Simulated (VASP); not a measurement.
# SrO (R-3m) in VASP: further runs

SrO is run at these levels: PBE; tasks: single point.

All numbers are computed with VASP 6.6.1; they aren't measurements. Logs are shortened: lines on timing, memory, paths and dates and some standing lists are left out, and cuts for length are marked.

## 1. The cell of the first run

Symmetry: R-3m, No. 166, trigonal system. Conventional cell: a = 3.455 Å, b = 3.455 Å, c = 26.947 Å, α = 90.00°, β = 90.00°, γ = 120.00°. Within 3.3 Å of Sr (site symmetry -3m) lie 6 O at 2.50 Å and 2 Sr at 3.02 Å. Within 3.3 Å of Sr (site symmetry 3m) lie 6 O at 2.48 to 2.50 Å and 1 Sr at 3.02 Å. O (site symmetry -3m) has 6 Sr at 2.48 Å within 3.3 Å. O (site symmetry 3m) has 6 Sr at 2.50 Å within 3.3 Å.

## 2. Single point, PBE (15.47 Å³/atom)

File INCAR:

```
ALGO     = Normal         # electronic algorithm
EDIFF    = 1E-6           # SCF threshold, eV
ENCUT    = 520            # plane-wave cutoff, eV
GGA      = PE             # functional
ISIF     = 2              # what is computed and relaxed
ISMEAR   = 0              # smearing method
LASPH    = True           # aspherical terms in the spheres
LCHARG   = False          # write CHGCAR
LREAL    = False          # projectors in reciprocal space
LWAVE    = False          # write WAVECAR
NBANDS   = 33             # bands
NELM     = 60             # most SCF steps
PREC     = Accurate       # precision mode
SIGMA    = 0.02           # smearing width, eV
```

File KPOINTS:

```
k-points
0
Gamma
  6 6 6
```

File POSCAR:

```
SrO
1.0
    1.7273301934      0.9972745521      8.9821867192
   -1.7273301934      0.9972745521      8.9821867192
    0.0000000000     -1.9945491043      8.9821867192
Sr O
3 3
Direct
    0.5000000000      0.5000000000      0.5000000000
    0.6120819977      0.6120819977      0.6120819977
    0.3879180023      0.3879180023      0.3879180023
    0.0000000000      0.0000000000      0.0000000000
    0.7772214683      0.7772214683      0.7772214683
    0.2227785317      0.2227785317      0.2227785317
```

Potentials or basis: VASP PAW PBE potentials, release 64 (Sr_sv, O).

Launch:

```
$ cat potpaw_PBE.64/Sr_sv/POTCAR potpaw_PBE.64/O/POTCAR > POTCAR
$ mpirun -np 1 vasp_std > vasp.out
```

OUTCAR:

```text
EDIFF = 1E-6
   ENCUT = 520
   GGA = PE
   ISIF = 2
   ISMEAR = 0
   LASPH = True
   LREAL = False
   NELM = 60
   PREC = Accurate

 ion  position               nearest neighbor table
   1  0.500  0.500  0.500-   6 2.50   6 2.50   5 2.50   5 2.50   6 2.50   5 2.50   3 3.02   2 3.02
                             3 4.59   2 4.59   3 4.59   2 4.59   3 4.59   2 4.59   2 4.59   3 4.59
   2  0.612  0.612  0.612-   4 2.48   4 2.48   4 2.48   6 2.50   6 2.50   6 2.50   1 3.02   3 3.55
                             3 3.55   3 3.55   1 4.59   1 4.59   1 4.59   1 4.59   1 4.59   1 4.59
   3  0.388  0.388  0.388-   4 2.48   4 2.48   4 2.48   5 2.50   5 2.50   5 2.50   1 3.02   2 3.55
                             2 3.55   2 3.55   1 4.59   1 4.59   1 4.59   1 4.59   1 4.59   1 4.59
   4  0.000  0.000  0.000-   2 2.48   3 2.48   2 2.48   2 2.48   3 2.48   3 2.48
   5  0.777  0.777  0.777-   3 2.50   3 2.50   3 2.50   1 2.50   1 2.50   1 2.50
   6  0.223  0.223  0.223-   2 2.50   2 2.50   2 2.50   1 2.50   1 2.50   1 2.50

  LATTYP: Found a trigonal (rhomboedric) cell.
 ALAT       =     9.2009730131
 COS(alpha) =     0.9295123209

  Lattice vectors:

 A1 = (   1.7273301934,   0.9972745521,   8.9821867192)
 A2 = (  -1.7273301934,   0.9972745521,   8.9821867192)
 A3 = (   0.0000000000,  -1.9945491043,   8.9821867192)

Analysis of symmetry for initial positions (statically):
=====================================================================
 Subroutine PRICEL returns:
 Original cell was already a primitive cell.

 Routine SETGRP: Setting up the symmetry group for a
 trigonal (rhombohedral) supercell.

 Subroutine GETGRP returns: Found 12 space group operations
 (whereof 12 operations were pure point group operations)
 out of a pool of 12 trial point group operations.

The static configuration has the point symmetry D_3d.

Analysis of symmetry for dynamics (positions and initial velocities):
=====================================================================
 Subroutine PRICEL returns:
 Original cell was already a primitive cell.

 Routine SETGRP: Setting up the symmetry group for a
 trigonal (rhombohedral) supercell.

 Subroutine GETGRP returns: Found 12 space group operations
 (whereof 12 operations were pure point group operations)
 out of a pool of 12 trial point group operations.

The dynamic configuration has the point symmetry D_3d.

 Subroutine INISYM returns: Found 12 space group operations
 (whereof 12 operations are pure point group operations),
 and found     1 'primitive' translations

----------------------------------------------------------------------------------------

                                     Primitive cell

  volume of cell :      92.8375

  direct lattice vectors                    reciprocal lattice vectors
     1.727330193  0.997274552  8.982186719     0.289464054  0.167122149  0.037110488
    -1.727330193  0.997274552  8.982186719    -0.289464054  0.167122149  0.037110488
     0.000000000 -1.994549104  8.982186719     0.000000000 -0.334244299  0.037110488

  length of vectors
     9.200973013  9.200973013  9.200973013     0.336298141  0.336298141  0.336298141

  position of ions in fractional coordinates (direct lattice)
     0.500000000  0.500000000  0.500000000
     0.612081998  0.612081998  0.612081998
     0.387918002  0.387918002  0.387918002
     0.000000000  0.000000000  0.000000000
     0.777221468  0.777221468  0.777221468
     0.222778532  0.222778532  0.222778532

  ion indices of the primitive-cell ions
   primitive index   ion index
                 1           1
                 2           2
                 3           3
                 4           4
                 5           5
                 6           6

----------------------------------------------------------------------------------------

 KPOINTS: k-points

Automatic generation of k-mesh.
 Grid dimensions read from file:
 generate k-points for:    6    6    6

 Generating k-lattice:

  Cartesian coordinates                     Fractional coordinates (reciprocal lattice)
     0.048244009  0.027853692  0.006185081     0.166666667  0.000000000 -0.000000000
    -0.048244009  0.027853692  0.006185081     0.000000000  0.166666667 -0.000000000
     0.000000000 -0.055707383  0.006185081     0.000000000  0.000000000  0.166666667

  Length of vectors
     0.056049690  0.056049690  0.056049690

  Shift w.r.t. Gamma in fractional coordinates (k-lattice)
     0.000000000  0.000000000  0.000000000

 Subroutine IBZKPT returns following result:
 ===========================================

 Found     32 irreducible k-points:

 Following reciprocal coordinates:
            Coordinates               Weight
  0.000000  0.000000  0.000000      1.000000
  0.166667  0.000000  0.000000      6.000000
  0.333333  0.000000  0.000000      6.000000
  0.500000  0.000000  0.000000      3.000000
  0.166667  0.166667  0.000000      6.000000
  0.333333  0.166667  0.000000     12.000000
[... 16 lines left out ...]
  0.500000  0.500000  0.166667      6.000000
 -0.333333  0.500000  0.166667     12.000000
 [... further k-points ...]
   k-points           NKPTS =     32   k-points in BZ     NKDIM =     32   number of bands    NBANDS=     33
   number of dos      NEDOS =    301   number of ions     NIONS =      6
   total plane-waves  NPLWV = 343000
   dimension x,y,z NGX =    70 NGY =   70 NGZ =   70
   dimension x,y,z NGXF=   140 NGYF=  140 NGZF=  140
   ions per type =               3   3
   NGX,Y,Z   is equivalent  to a cutoff of  12.65, 12.65, 12.65 a.u.
   NGXF,Y,Z  is equivalent  to a cutoff of  25.30, 25.30, 25.30 a.u.
 SYSTEM =  unknown system
   PREC   = accura    normal or accurate (medium, high low for compatibility)
   ISTART =      0    job   : 0-new  1-cont  2-samecut
   ICHARG =      2    charge: 1-file 2-atom 10-const
   ISPIN  =      1    spin polarized calculation?
   LNONCOLLINEAR =      F non collinear calculations
   LSORBIT =      F    spin-orbit coupling
   LASPH  =      T    aspherical Exc in radial PAW
   ENCUT  =  520.0 eV  38.22 Ry    6.18 a.u.  17.11 17.11 17.11*2*pi/ulx,y,z
   NELM   =     60;   NELMIN=  2; NELMDL= -5     # of ELM steps
   EDIFF  = 0.1E-05   stopping-criterion for ELM
   LREAL  =      F    real-space projection
[... 7 lines left out ...]
   TEBEG  =    0.0;   TEEND  =   0.0 temperature during run
   PSTRESS=    0.0 pullay stress
   NELECT =      48.0000    total number of electrons
   NUPDOWN=      -1.0000    fix difference up-down
   EMIN   =  10.00;   EMAX   =-10.00  energy-range for DOS
   EFERMI =   0.00;   METHOD = LEGACY
   ISMEAR =     0;   SIGMA  =   0.02  broadening in eV -4-tet -1-fermi 0-gaus
   EFERMI_NEDOS =   21; number of points for ismear=-14 and -15
   IALGO  =     38    algorithm
   IMIX   =      4    mixing-type and parameters
     AMIX     =   0.40;   BMIX     =  1.00
     AMIX_MAG =   1.60;   BMIX_MAG =  1.00
  volume/ion in A,a.u.               =      15.47       104.42
  Fermi-wavevector in a.u.,A,eV,Ry     =   1.313956  2.483016 23.490185  1.726480
  Thomas-Fermi vector in A             =   2.444242
   LORBIT       =      0    0 simple, 1 ext, 2 COOP (PROOUT), +10 PAW based schemes
   GGA     = PE    functional components
   LHFCALC =     F    Hartree Fock is set to
   AEXX    =    0.0000 exact exchange contribution
   IVDW    =     0    specifies the selected vdW correction
   LEPSILON=     F    determine dielectric tensor
   LRPA    =     F    only Hartree local field effects (RPA)
 non-spin polarized calculation
 Gauss-broadening in eV      SIGMA  =   0.02
  energy-cutoff  :      520.00
  volume of cell :       92.84
 maximum number of plane-waves:      2531
 NGX is ok and might be reduce to    70
   NGX = 35   NGY = 35   NGZ = 35

 number of electron      47.9999998 magnetization

 Free energy of the ion-electron system (eV)
  ---------------------------------------------------
  ext. energy  EPLUGINS =         0.00000000
  ---------------------------------------------------
  free energy    TOTEN  =       -34.98776097 eV

  energy without entropy =      -34.98776097  energy(sigma->0) =      -34.98776097

 E-fermi :   2.3943     XC(G=0): -10.4756

 val. band max:        2.2303033847   @ k =   0.0000   0.0000   0.0000
 cond. band min:       5.6988274837   @ k =   0.5000   0.5000   0.0000
 fundamental gap:      3.4685240989
 Fermi energy:         2.3943407265

 k-point     1 :       0.0000    0.0000    0.0000
  band No.  band energies     occupation
      1     -30.2103      2.00000
      2     -29.9907      2.00000
      3     -29.9905      2.00000
      4     -14.6935      2.00000
      5     -14.6617      2.00000
      6     -13.0410      2.00000
[... 25 lines left out ...]
     32       9.5388      0.00000
     33      10.1838      0.00000

 k-point     2 :       0.1667    0.0000    0.0000
  band No.  band energies     occupation
      1     -30.1655      2.00000
      2     -29.9662      2.00000
      3     -29.9420      2.00000
      4     -14.6138      2.00000
      5     -14.4416      2.00000
      6     -13.6099      2.00000
[... 25 lines left out ...]
     32       9.8191      0.00000
     33      10.2559      0.00000

 k-point     3 :       0.3333    0.0000    0.0000
  band No.  band energies     occupation
      1     -30.0740      2.00000
      2     -29.8997      2.00000
      3     -29.8599      2.00000
      4     -14.6245      2.00000
      5     -14.0930      2.00000
      6     -13.9813      2.00000
[... 25 lines left out ...]
     32      10.9819      0.00000
     33      11.9279      0.00000

 k-point     4 :       0.5000    0.0000    0.0000
  band No.  band energies     occupation
      1     -30.0273      2.00000
      2     -29.8642      2.00000
      3     -29.8198      2.00000
      4     -14.8611      2.00000
      5     -13.9521      2.00000
      6     -13.8051      2.00000
[... 673 lines left out ...]
     32      11.3814      0.00000
     33      11.8594      0.00000

 k-point    23 :       0.5000    0.5000    0.1667
  band No.  band energies     occupation
      1     -30.0603      2.00000
      2     -29.9425      2.00000
      3     -29.8308      2.00000
      4     -14.5309      2.00000
      5     -14.3053      2.00000
      6     -13.9497      2.00000
[... 25 lines left out ...]
     32      11.1858      0.00000
     33      11.4024      0.00000

 k-point    24 :      -0.3333    0.5000    0.1667
  band No.  band energies     occupation
      1     -30.0191      2.00000
      2     -29.8926      2.00000
      3     -29.8000      2.00000
      4     -14.5405      2.00000
      5     -14.3137      2.00000
      6     -13.7564      2.00000
[... 25 lines left out ...]
     32      11.1897      0.00000
     33      11.6251      0.00000

 [... further k-points ...]

------------------------ aborting loop because EDIFF is reached ----------------------------------------

  FORCE on cell =-STRESS in cart. coord.  units (eV):
  Direction    XX          YY          ZZ          XY          YZ          ZX
  --------------------------------------------------------------------------------------
  -------------------------------------------------------------------------------------
  Total        8.5573063      8.5573063      8.6806272     -0.0000000     -0.0000000      0.0000000
  in kB      147.6808656    147.6808656    149.8091214     -0.0000000     -0.0000000      0.0000000
  external PRESSURE =     148.3902842 kB  Pullay stress =       0.0000000 kB

 VOLUME and BASIS-vectors are now :
 -----------------------------------------------------------------------------
  energy-cutoff  :      520.00
  volume of cell :       92.84
      direct lattice vectors                 reciprocal lattice vectors
     1.727330193  0.997274552  8.982186719     0.289464054  0.167122149  0.037110488
    -1.727330193  0.997274552  8.982186719    -0.289464054  0.167122149  0.037110488
     0.000000000 -1.994549104  8.982186719     0.000000000 -0.334244299  0.037110488

 POSITION                                       TOTAL-FORCE (eV/Angst)
 -----------------------------------------------------------------------------------
      0.00000     -0.00000     13.47328         0.000000      0.000000     -0.000000
      0.00000     -0.00000     16.49350         0.000000     -0.000000      0.009060
      0.00000     -0.00000     10.45306         0.000000      0.000000     -0.009060
      0.00000      0.00000      0.00000        -0.000000      0.000000     -0.000000
      0.00000     -0.00000     20.94345         0.000000     -0.000000      0.000344
      0.00000     -0.00000      6.00312         0.000000      0.000000     -0.000344
 -----------------------------------------------------------------------------------
    total drift:                               -0.000000     -0.000000      0.000000

  FREE ENERGIE OF THE ION-ELECTRON SYSTEM (eV)
  ---------------------------------------------------
  free  energy   TOTEN  =       -34.9877609710 eV

  energy  without entropy=      -34.9877609710  energy(sigma->0) =      -34.98776097
```

Wall time 16 min (1 thread of AMD EPYC 7R13 (Zen 3), shared host); peak memory 0.66 GiB.

Results:

| Item | Value |
| --- | --- |
| Free energy | -34.9878 eV |
| Pressure | 14.8 GPa |
| Largest force | 0.009 eV/Å |
| Band gap on the k mesh | 3.47 eV (least direct gap 3.50 eV) |

Forces on the atoms (eV/Å):
```
Sr   0.000  0.000  0.000
Sr   0.000  0.000  0.009
Sr   0.000  0.000 -0.009
O    0.000  0.000  0.000
O    0.000  0.000  0.000
O    0.000  0.000  0.000
```

Levels at points of the mesh, in eV from the valence-band top:
```tsv
k point	band 20	band 21	band 22	band 23	band 24	band 25	band 26	band 27	band 28	band 29
(0.00, 0.00, 0.00)	-0.84	-0.84	-0.11	0.00	0.00	4.11	5.03	6.24	6.68	6.68
(0.50, 0.00, 0.00)	-0.88	-0.59	-0.47	-0.45	-0.29	3.94	4.53	6.43	7.59	8.64
(0.50, 0.50, 0.00)	-1.16	-0.93	-0.41	-0.13	-0.03	3.47	5.40	6.04	8.04	8.27
(0.50, 0.50, 0.50)	-0.74	-0.44	-0.44	-0.26	-0.26	4.56	5.48	6.05	6.22	6.96
```

Caveat: the cell stands under pressure. A k mesh can miss the band edges.

## 3. Single point, PBE

This run uses another cell than the first one, of 17.12 Å³/atom.

File INCAR:

```
SYSTEM = SrO
PREC = Accurate ; ENCUT = 520
EDIFF = 1E-6 ; ISMEAR = 0
SIGMA = 0.1 ; LREAL = .False.
LASPH = .True. ; NELM = 80
ALGO = Normal ; ISIF = 2
LWAVE = .False. ; LCHARG = .True.
GGA = PE ; LELF = .True.
LVHAR = .True. ; NBANDS = 33
```

File KPOINTS:

```
Automatic mesh
0
Gamma
  6 6 6
  0 0 0
```

File POSCAR:

```
SrO
1.0
    1.7940650000      1.0358039100      9.2126644200
   -1.7940650000      1.0358039100      9.2126644200
    0.0000000000     -2.0716078300      9.2126644200
Sr O
3 3
Direct
    0.5000000000      0.5000000000      0.5000000000
    0.6187099800      0.6187099800      0.6187099800
    0.3812900200      0.3812900200      0.3812900200
    0.0000000000      0.0000000000      0.0000000000
    0.7766360000      0.7766360000      0.7766360000
    0.2233640000      0.2233640000      0.2233640000
```

Potentials or basis: VASP PAW PBE potentials, release 64 (Sr_sv, O).

Launch:

```
$ cat potpaw_PBE.64/Sr_sv/POTCAR potpaw_PBE.64/O/POTCAR > POTCAR
$ mpirun -np 1 vasp_std > vasp.out
```

It took 18 min on 1 thread of AMD EPYC 7R13 (Zen 3), shared host; peak memory 0.65 GiB.

It converged, with:

```yaml
Free_energy: -35.0263 eV
Pressure: 4.4 GPa
Largest_force: 2.807 eV/Å
Band_gap_on_the_k_mesh: 2.53 eV (least direct gap 2.70 eV)
```

Forces in eV/Å, atoms in the order of the input:
```
Sr   0.000  0.000  0.000
Sr   0.000  0.000 -2.807
Sr   0.000  0.000  2.807
O    0.000  0.000  0.000
O    0.000  0.000 -0.698
O    0.000  0.000  0.698
```

Stress tensor (GPa, compression positive):
```
5.39 0.00 0.00
0.00 5.39 0.00
0.00 0.00 2.37
```

Levels at points of the mesh, in eV from the valence-band top:
| k point | band 21 | band 22 | band 23 | band 24 | band 25 | band 26 | band 27 | band 28 |
| --- | --- | --- | --- | --- | --- | --- | --- | --- |
| (0.00, 0.00, 0.00) | -0.57 | -0.40 | 0.00 | 0.00 | 3.30 | 4.49 | 4.85 | 5.30 |
| (0.50, 0.00, 0.00) | -0.90 | -0.63 | -0.61 | -0.22 | 2.73 | 4.51 | 5.37 | 6.69 |
| (0.50, 0.50, 0.00) | -0.72 | -0.71 | -0.50 | -0.16 | 2.53 | 5.03 | 5.23 | 6.78 |
| (0.50, 0.50, 0.50) | -0.49 | -0.49 | -0.09 | -0.09 | 4.06 | 4.22 | 4.92 | 5.37 |

Caveat: the cell stands under pressure; forces of over 1 eV/Å act on the atoms, so gaps and moduli don't describe the material at rest. A k mesh can miss the band edges.
